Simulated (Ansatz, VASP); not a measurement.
**Na in VASP and in Ansatz**

Contents of POSCAR:

```
Na
1.0
    3.7670009976      0.0000000000      0.0000000000
   -1.8835004988      3.2623185600      0.0000000000
    0.0000000000      0.0000000000      6.1540000000
Na
2
Direct
    0.3333333333      0.6666666667      0.1768768281
    0.6666666667      0.3333333333      0.7500000000
```

INCAR.step1

```
SYSTEM = Na
PREC = Accurate
ENCUT = 520
ISMEAR = 0
SIGMA = 0.15
LREAL = .False.
LASPH = .True.
NELM = 80
NBANDS = 14
GGA = PE
ALGO = Normal
EDIFF = 1E-4
LWAVE = .True.
LCHARG = .False.
```

INCAR.step2

```
SYSTEM = Na
PREC = Accurate
ENCUT = 520
EDIFF = 1E-6
ISMEAR = 0
SIGMA = 0.15
LREAL = .False.
LASPH = .True.
NELM = 80
ALGO = Normal
ISIF = 2
LWAVE = .False.
LCHARG = .False.
METAGGA = R2SCAN
LMIXTAU = .True.
NBANDS = 14
ISTART = 1
```

KPOINTS

```
Automatic mesh
0
Gamma
  12 12 8
  0 0 0
```

Input for Ansatz:

```yaml
crystal:
  lattice:
    - [3.7670009976, 0.0, 0.0]
    - [-1.8835004988, 3.26231856, 0.0]
    - [0.0, 0.0, 6.154]
  atoms:
    - { symbol: Na, position: [0.3333333333, 0.6666666667, 0.1768768281] }
    - { symbol: Na, position: [0.6666666667, 0.3333333333, 0.75] }
basis:
  ecutwfc: 500
kpoints:
  mp_grid: { grid: [12, 12, 8] }
hamiltonian:
  xc: r2scan
scf:
  occupations: { method: gaussian, width: 0.15 }
output:
  forces: true
  stress: true
  eigenvalues: true
```

Alike in both runs: task single point; functional r2SCAN; k mesh 12 × 12 × 8; occupations gaussian, width 0.15 eV; no spin polarisation.

|  | VASP | Ansatz |
| --- | --- | --- |
| version | VASP 6.6.1 | Ansatz 0.2.0 |
| potentials or method | VASP PAW PBE potentials, release 64 (Na_pv), cutoff 520 eV | scalar-relativistic, plane waves, PAW |
| valence electrons in the cell | 14 | 18 |

Ansatz gave:

```
gap on the k mesh at the Fermi level (eV)                     : none
pressure (GPa)                                                : 0.4
traceless stress, the component that is largest in VASP (GPa) : 0.13
rms of the force components (eV/Å)                            : 0.211
```

Task: Which values does VASP return?

Result: gap on the k mesh at the Fermi level (eV): none; pressure (GPa): 0.4; traceless stress, the component that is largest in VASP (GPa): 0.12; rms of the force components (eV/Å): 0.219.

VASP's potentials were made for PBE, not for r2SCAN. Atom by atom the forces differ by 0.007 eV/Å (rms over components). A gap of «none» marks a metal or a gap that the smearing closes. With one functional, cell and mesh, what is left measures potentials, basis and numerics. VASP's potentials hold 14 valence electrons a cell and Ansatz's 18, so a difference there can come from the potentials and not from the codes.
